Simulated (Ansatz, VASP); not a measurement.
**SnSe: VASP beside Ansatz**

INCAR

```
SYSTEM = SnSe
ALGO     = Normal         ! electronic algorithm
EDIFF    = 1E-6           ! SCF threshold, eV
ENCUT    = 520            ! plane-wave cutoff, eV
GGA      = PS             ! functional
ISIF     = 2              ! what is computed and relaxed
ISMEAR   = 0              ! smearing method
LASPH    = .True.         ! aspherical terms in the spheres
LCHARG   = .True.         ! write CHGCAR
LELF     = .True.         ! ELF
LREAL    = .False.        ! projectors in reciprocal space
LVHAR    = .True.       
LWAVE    = .False.        ! write WAVECAR
NBANDS   = 17             ! bands
NELM     = 60             ! most SCF steps
PREC     = Accurate       ! precision mode
SIGMA    = 0.05           ! smearing width, eV
```

Contents of KPOINTS:

```
k-points
0
Gamma
  8 8 8
  0 0 0
```

POSCAR

```
SnSe
1.0
    0.0000000000      2.9727546651      2.9727546651
    3.0470735317      0.0000000000      2.9727546651
    3.0470735317      2.9727546651      0.0000000000
Sn Se
1 1
Direct
    0.0000000000      0.0000000000      0.0000000000
    0.5000000000      0.5000000000      0.5000000000
```

Input for Ansatz:

```yaml
crystal:
  lattice:
    - [0.0, 2.9727546651, 2.9727546651]
    - [3.0470735317, 0.0, 2.9727546651]
    - [3.0470735317, 2.9727546651, 0.0]
  atoms:
    - { symbol: Sn, position: [0.0, 0.0, 0.0] }
    - { symbol: Se, position: [0.5, 0.5, 0.5] }
basis:
  ecutwfc: 420
kpoints:
  mp_grid: { grid: [8, 8, 8] }
hamiltonian:
  xc: pbesol
scf:
  occupations: { method: gaussian, width: 0.05 }
output:
  forces: true
  stress: true
  eigenvalues: true
```

Change from the starting cell: strain +0.0250 x Voigt [1, 0, 0, 0, 0, 0], atoms carried along.

Alike in both runs: task single point; functional PBEsol; k mesh 8 × 8 × 8; occupations gaussian, width 0.05 eV; no spin polarisation.

```csv
,VASP,Ansatz
version,VASP 6.6.1,Ansatz 0.2.0
potentials or method,"VASP PAW PBE potentials, release 64 (Sn_d, Se), cutoff 520 eV","scalar-relativistic, plane waves, PAW"
valence electrons in the cell,20,30
```

Ansatz gave:

```
gap on the k mesh at the Fermi level (eV)                     : 0.71
least direct gap on the mesh (eV)                             : 0.72
pressure (GPa)                                                : -1.2
traceless stress, the component that is largest in VASP (GPa) : -1.90
```

Problem. Which values does VASP return?

Solution. gap on the k mesh at the Fermi level (eV): 0.71; least direct gap on the mesh (eV): 0.72; pressure (GPa): -1.2; traceless stress, the component that is largest in VASP (GPa): -1.91.

VASP's potentials were made for PBE, not for PBEsol. With one functional, cell and mesh, what is left measures potentials, basis and numerics. VASP's potentials hold 20 valence electrons a cell and Ansatz's 30, so a difference there can come from the potentials and not from the codes.
